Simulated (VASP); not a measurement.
# TePt: single point with LDA

Crystal: TePt.

```
Te Pt
1.0
     4.33985    0.00000    0.00000
    -2.16992    3.75842    0.00000
     0.00000    0.00000    4.88679
Te Pt
2 2
Cartesian
  0.0000 2.5056 1.2217
  2.1699 1.2528 3.6651
  0.0000 0.0000 0.0000
  0.0000 0.0000 2.4434
```

This cell differs from its parent crystal: ratio of the length along z to the lengths across it x 0.85, volume and fractional coordinates fixed.

- Program: VASP 6.6.1
- Task: single point
- Functional: LDA
- Potentials or basis: VASP PAW LDA potentials, release 64 (Te, Pt)
- Cutoff: 520 eV
- k mesh: 15 × 15 × 10
- Occupations: gaussian, width 0.15 eV
- Spin: no spin polarisation

The pressure is 14.6 GPa. The band gap on the k mesh is zero (band 16 reaches 11.74 eV, above the bottom of band 17 at 9.91 eV).

Stress tensor (GPa, compression positive):
```
 1.93  0.00  0.00
 0.00  1.93  0.00
 0.00  0.00 39.84
```

Levels at points of the mesh, in eV from the Fermi level:
| k point | band 12 | band 13 | band 14 | band 15 | band 16 | band 17 | band 18 | band 19 | band 20 | band 21 |
| --- | --- | --- | --- | --- | --- | --- | --- | --- | --- | --- |
| (0.00, 0.00, 0.00) | -2.08 | -0.95 | -0.95 | 0.55 | 1.07 | 1.31 | 1.77 | 1.77 | 1.92 | 4.32 |
| (0.00, 0.00, 0.50) | -3.81 | -2.85 | -2.85 | 1.01 | 1.01 | 1.01 | 1.01 | 3.59 | 3.59 | 5.19 |

Run time: 3.4 min on 1 thread of Intel Xeon 6975P-C, on a shared host, peak memory 0.37 GiB.

Caveat: spin-orbit coupling is left out, which moves the levels of the heavy elements.
